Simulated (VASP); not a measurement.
Write the native input for VASP 6.6.1 that does the following.

* Task: single point
* Functional: PBE
* Potentials or basis: VASP PAW PBE potentials, release 64 (Ta_pv, N)
* Cutoff: 520 eV
* k mesh: 11 × 11 × 11
* Occupations: gaussian, width 0.1 eV
* Spin: no spin polarisation
* Dipole correction: no
* Further INCAR settings: ALGO = Normal; EDIFF = 1e-06; NBANDS = 15

The structure of TaN lies in POSCAR:

```
TaN
1.0
    0.0000000000      2.1643753983      2.1643753983
    2.1643753983      0.0000000000      2.1643753983
    2.1643753983      2.1643753983      0.0000000000
Ta N
1 1
Direct
    0.5000000000      0.5000000000      0.5000000000
    0.0000000000      0.0000000000      0.0000000000
```

One way to write it, as run:

INCAR

```
SYSTEM = TaN
  PREC = Accurate
  ENCUT = 520
  EDIFF = 1E-6
  ISMEAR = 0
  SIGMA = 0.1
  LREAL = .False.
  LASPH = .True.
  NELM = 60
  ALGO = Normal
  ISIF = 2
  LWAVE = .False.
  LCHARG = .False.
  GGA = PE
  NBANDS = 15
```

KPOINTS

```
Automatic mesh
0
Gamma
  11 11 11
  0 0 0
```

Potentials or basis: VASP PAW PBE potentials, release 64 (Ta_pv, N).

The run is started by

```sh
$ cat potpaw_PBE.64/Ta_pv/POTCAR potpaw_PBE.64/N/POTCAR > POTCAR
$ mpirun -np 1 vasp_std > vasp.out
```

It gave:

```json
{"Pressure": "23.9 GPa", "Band gap on the k mesh": "zero (band 8 reaches 11.89 eV, above the bottom of band 9 at 7.85 eV)"}
```

Caveat: spin-orbit coupling is left out, which moves the levels of the heavy elements.

Run time: 14 s on 1 thread of AMD EPYC 7R13 Processor (Zen 3), with other jobs on the host, peak memory 0.12 GiB.
